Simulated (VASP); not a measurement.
# Cu (Fm-3m) in VASP: notebook, part 2 of 4

VASP 6.6.1.

## (3) Single point, LDA

INCAR

```
PREC = Accurate
ENCUT = 820
EDIFF = 1E-6
ISMEAR = -1
SIGMA = 0.05
LREAL = False
LASPH = True
NELM = 120
ALGO = Normal
ISIF = 2
LWAVE = False
LCHARG = True
LELF = True
LVHAR = True
NBANDS = 16
GGA_COMPAT = False
```

KPOINTS

```
regular mesh
0
Gamma
  7 7 7
```

POSCAR

```
Cu
1.0
    0.0000000000      1.8075000000      1.8075000000
    1.8075000000      0.0000000000      1.8075000000
    1.8075000000      1.8075000000      0.0000000000
Cu
1
Direct
    0.0000000000      0.0000000000      0.0000000000
```

Potentials or basis: VASP PAW LDA potentials, release 64 (Cu_sv_GW).

Launch:

```bash
$ cat potpaw_LDA.64/Cu_sv_GW/POTCAR > POTCAR
$ mpirun -np 1 vasp_std > vasp.out
```

OUTCAR:

```text
PREC = Accurate
   ENCUT = 820
   EDIFF = 1E-6
   ISMEAR = -1
   LREAL = False
   LASPH = True
   NELM = 120
   ISIF = 2

 ion  position               nearest neighbor table
   1  0.000  0.000  0.000-

  LATTYP: Found a face centered cubic cell.
 ALAT       =     3.6150000000

  Lattice vectors:

 A1 = (   0.0000000000,   1.8075000000,   1.8075000000)
 A2 = (   1.8075000000,   0.0000000000,   1.8075000000)
 A3 = (   1.8075000000,   1.8075000000,   0.0000000000)

Analysis of symmetry for initial positions (statically):
=====================================================================
 Subroutine PRICEL returns:
 Original cell was already a primitive cell.

 Routine SETGRP: Setting up the symmetry group for a
 face centered cubic supercell.

 Subroutine GETGRP returns: Found 48 space group operations
 (whereof 48 operations were pure point group operations)
 out of a pool of 48 trial point group operations.

The static configuration has the point symmetry O_h .

Analysis of symmetry for dynamics (positions and initial velocities):
=====================================================================
 Subroutine PRICEL returns:
 Original cell was already a primitive cell.

 Routine SETGRP: Setting up the symmetry group for a
 face centered cubic supercell.

 Subroutine GETGRP returns: Found 48 space group operations
 (whereof 48 operations were pure point group operations)
 out of a pool of 48 trial point group operations.

The dynamic configuration has the point symmetry O_h .

 Subroutine INISYM returns: Found 48 space group operations
 (whereof 48 operations are pure point group operations),
 and found     1 'primitive' translations

----------------------------------------------------------------------------------------

                                     Primitive cell

  volume of cell :      11.8104

  direct lattice vectors                    reciprocal lattice vectors
     0.000000000  1.807500000  1.807500000    -0.276625173  0.276625173  0.276625173
     1.807500000  0.000000000  1.807500000     0.276625173 -0.276625173  0.276625173
     1.807500000  1.807500000  0.000000000     0.276625173  0.276625173 -0.276625173

  length of vectors
     2.556191014  2.556191014  2.556191014     0.479128854  0.479128854  0.479128854

  position of ions in fractional coordinates (direct lattice)
     0.000000000  0.000000000  0.000000000

  ion indices of the primitive-cell ions
   primitive index   ion index
                 1           1

----------------------------------------------------------------------------------------

 KPOINTS: regular mesh

Automatic generation of k-mesh.
 Grid dimensions read from file:
 generate k-points for:    7    7    7

 Generating k-lattice:

  Cartesian coordinates                     Fractional coordinates (reciprocal lattice)
    -0.039517882  0.039517882  0.039517882     0.142857143  0.000000000  0.000000000
     0.039517882 -0.039517882  0.039517882     0.000000000  0.142857143  0.000000000
     0.039517882  0.039517882 -0.039517882     0.000000000  0.000000000  0.142857143

  Length of vectors
     0.068446979  0.068446979  0.068446979

  Shift w.r.t. Gamma in fractional coordinates (k-lattice)
     0.000000000  0.000000000  0.000000000

 Subroutine IBZKPT returns following result:
 ===========================================

 Found     20 irreducible k-points:

 Following reciprocal coordinates:
            Coordinates               Weight
  0.000000  0.000000  0.000000      1.000000
  0.142857  0.000000  0.000000      8.000000
  0.285714  0.000000  0.000000      8.000000
  0.428571  0.000000  0.000000      8.000000
  0.142857  0.142857  0.000000      6.000000
  0.285714  0.142857  0.000000     24.000000
[... 12 lines left out ...]
 -0.428571  0.428571  0.142857     24.000000
 -0.285714  0.428571  0.142857     24.000000
   k-points           NKPTS =     20   k-points in BZ     NKDIM =     20   number of bands    NBANDS=     16
   number of dos      NEDOS =    301   number of ions     NIONS =      1
   total plane-waves  NPLWV =  13824
   dimension x,y,z NGX =    24 NGY =   24 NGZ =   24
   dimension x,y,z NGXF=    48 NGYF=   48 NGZF=   48
   ions per type =               1
   NGX,Y,Z   is equivalent  to a cutoff of  15.61, 15.61, 15.61 a.u.
   NGXF,Y,Z  is equivalent  to a cutoff of  31.22, 31.22, 31.22 a.u.
 SYSTEM =  unknown system
   PREC   = accura    normal or accurate (medium, high low for compatibility)
   ISTART =      0    job   : 0-new  1-cont  2-samecut
   ICHARG =      2    charge: 1-file 2-atom 10-const
   ISPIN  =      1    spin polarized calculation?
   LNONCOLLINEAR =      F non collinear calculations
   LSORBIT =      F    spin-orbit coupling
   LASPH  =      T    aspherical Exc in radial PAW
   ENCUT  =  820.0 eV  60.27 Ry    7.76 a.u.   5.97  5.97  5.97*2*pi/ulx,y,z
   NELM   =    120;   NELMIN=  2; NELMDL= -5     # of ELM steps
   EDIFF  = 0.1E-05   stopping-criterion for ELM
   LREAL  =      F    real-space projection
   EDIFFG = 0.1E-04   stopping-criterion for IOM
   NSW    =      0    number of steps for IOM
   IBRION =     -1    ionic relax: 0-MD 1-quasi-New 2-CG
   NFREE  =      0    steps in history (QN), initial steepest desc. (CG)
   ISIF   =      2    stress and relaxation
   ISYM   =      2    0-nonsym 1-usesym 2-fastsym
   POTIM  = 0.5000    time-step for ionic-motion
   TEBEG  =    0.0;   TEEND  =   0.0 temperature during run
   PSTRESS=    0.0 pullay stress
   NELECT =      19.0000    total number of electrons
   NUPDOWN=      -1.0000    fix difference up-down
   EMIN   =  10.00;   EMAX   =-10.00  energy-range for DOS
   EFERMI =   0.00;   METHOD = LEGACY
   ISMEAR =    -1;   SIGMA  =   0.05  broadening in eV -4-tet -1-fermi 0-gaus
   EFERMI_NEDOS =   21; number of points for ismear=-14 and -15
   IALGO  =     38    algorithm
   IMIX   =      4    mixing-type and parameters
     AMIX     =   0.40;   BMIX     =  1.00
     AMIX_MAG =   1.60;   BMIX_MAG =  1.00
  volume/ion in A,a.u.               =      11.81        79.70
  Fermi-wavevector in a.u.,A,eV,Ry     =   1.918246  3.624960 50.064940  3.679669
  Thomas-Fermi vector in A             =   2.953290
   LORBIT       =      0    0 simple, 1 ext, 2 COOP (PROOUT), +10 PAW based schemes
   GGA     = CA    functional components
   LHFCALC =     F    Hartree Fock is set to
   AEXX    =    0.0000 exact exchange contribution
   IVDW    =     0    specifies the selected vdW correction
   LEPSILON=     F    determine dielectric tensor
   LRPA    =     F    only Hartree local field effects (RPA)
 non-spin polarized calculation
  energy-cutoff  :      820.00
  volume of cell :       11.81
 maximum number of plane-waves:       640
   NGX = 11   NGY = 11   NGZ = 11

 number of electron      19.0000008 magnetization

 Free energy of the ion-electron system (eV)
  ---------------------------------------------------
  ext. energy  EPLUGINS =         0.00000000
  ---------------------------------------------------
  free energy    TOTEN  =        -4.86637327 eV

  energy without entropy =       -4.86518185  energy(sigma->0) =       -4.86577756

 E-fermi :   7.3543     XC(G=0): -13.8176

 val. band max:        6.6439736625   @ k =   0.4286   0.2857   0.0000
 cond. band min:       7.3711580462   @ k =   0.4286   0.4286   0.0000
 fundamental gap:      0.7271843838
 Fermi energy:         7.3542993016

 k-point     1 :       0.0000    0.0000    0.0000
  band No.  band energies     occupation
      1    -104.2843      2.00000
      2     -62.1834      2.00000
      3     -62.1834      2.00000
      4     -62.1834      2.00000
      5      -2.2116      2.00000
      6       4.1597      2.00000
[... 8 lines left out ...]
     15      34.8038      0.00000
     16      34.8038      0.00000

 k-point     2 :       0.1429    0.0000    0.0000
  band No.  band energies     occupation
      1    -104.2817      2.00000
      2     -62.2047      2.00000
      3     -62.1869      2.00000
      4     -62.1869      2.00000
      5      -1.4790      2.00000
      6       4.0202      2.00000
[... 8 lines left out ...]
     15      36.8298      0.00000
     16      37.0667      0.00000
[... 311 lines left out ...]
      5       2.7229      2.00000
      6       3.0834      2.00000
[... 8 lines left out ...]
     15      32.1343      0.00000
     16      40.9153      0.00000

 k-point    20 :      -0.2857    0.4286    0.1429
  band No.  band energies     occupation
      1    -104.2653      2.00000
      2     -62.2624      2.00000
      3     -62.2557      2.00000
      4     -62.2217      2.00000
      5       3.0882      2.00000
      6       3.3525      2.00000
[... 8 lines left out ...]
     15      37.7301      0.00000
     16      37.9392      0.00000

------------------------ aborting loop because EDIFF is reached ----------------------------------------

  FORCE on cell =-STRESS in cart. coord.  units (eV):
  Direction    XX          YY          ZZ          XY          YZ          ZX
  --------------------------------------------------------------------------------------
  -------------------------------------------------------------------------------------
  Total       -0.9957136     -0.9957136     -0.9957136      0.0000000     -0.0000000      0.0000000
  in kB     -135.0765933   -135.0765933   -135.0765933      0.0000000     -0.0000000      0.0000000
  external PRESSURE =    -135.0765933 kB  Pullay stress =       0.0000000 kB

 VOLUME and BASIS-vectors are now :
 -----------------------------------------------------------------------------
  energy-cutoff  :      820.00
  volume of cell :       11.81
      direct lattice vectors                 reciprocal lattice vectors
     0.000000000  1.807500000  1.807500000    -0.276625173  0.276625173  0.276625173
     1.807500000  0.000000000  1.807500000     0.276625173 -0.276625173  0.276625173
     1.807500000  1.807500000  0.000000000     0.276625173  0.276625173 -0.276625173

 POSITION                                       TOTAL-FORCE (eV/Angst)
 -----------------------------------------------------------------------------------
      0.00000      0.00000      0.00000         0.000000     -0.000000      0.000000
 -----------------------------------------------------------------------------------
    total drift:                               -0.000000     -0.000000     -0.000000

  FREE ENERGIE OF THE ION-ELECTRON SYSTEM (eV)
  ---------------------------------------------------
  free  energy   TOTEN  =        -4.8663732720 eV

  energy  without entropy=       -4.8651818503  energy(sigma->0) =       -4.86577756
```

OSZICAR:

```text
N       E                     dE             d eps       ncg     rms          rms(c)
DAV:   1     0.268503633105E+03    0.26850E+03   -0.14966E+04   824   0.514E+03
DAV:   2     0.602198310487E+01   -0.26248E+03   -0.24916E+03   952   0.103E+03
DAV:   3    -0.562874958270E+01   -0.11651E+02   -0.11569E+02   880   0.210E+02
DAV:   4    -0.577921449422E+01   -0.15046E+00   -0.15045E+00   896   0.168E+01
DAV:   5    -0.578934585532E+01   -0.10131E-01   -0.10131E-01   936   0.459E+00    0.835E+00
DAV:   6    -0.554087587552E+01    0.24847E+00   -0.62658E+00   920   0.204E+02    0.596E+00
DAV:   7    -0.488092889554E+01    0.65995E+00   -0.21208E+00   744   0.113E+02    0.150E+00
DAV:   8    -0.486725030088E+01    0.13679E-01   -0.39305E-02   968   0.491E+00    0.368E-01
DAV:   9    -0.486650003734E+01    0.75026E-03   -0.33381E-03  1016   0.435E+00    0.994E-02
DAV:  10    -0.486637411835E+01    0.12592E-03   -0.21020E-04  1000   0.107E+00    0.884E-03
DAV:  11    -0.486637327196E+01    0.84639E-06   -0.21775E-06   800   0.559E-02
   1 F= -.48663733E+01 E0= -.48657776E+01  d E =-.119142E-02
```

Run time: 14 s. Hardware: 1 thread of AMD EPYC 7R43 (Zen 3), shared host; peak memory 0.1 GiB.

Results:

| Property | Result |
| --- | --- |
| Free energy | -4.8664 eV |
| Pressure | -13.5 GPa |
| Band gap on the k mesh | zero (an odd number of electrons rules out a gap without spin polarisation) |

Caveat: the k points lie up to 0.43 Å⁻¹ apart, too coarse for converged energies and pressures of a metal.

(Part 2 of 4 ends here.)

The gap in the log of VASP goes by the Fermi energy; the results here count the filled bands.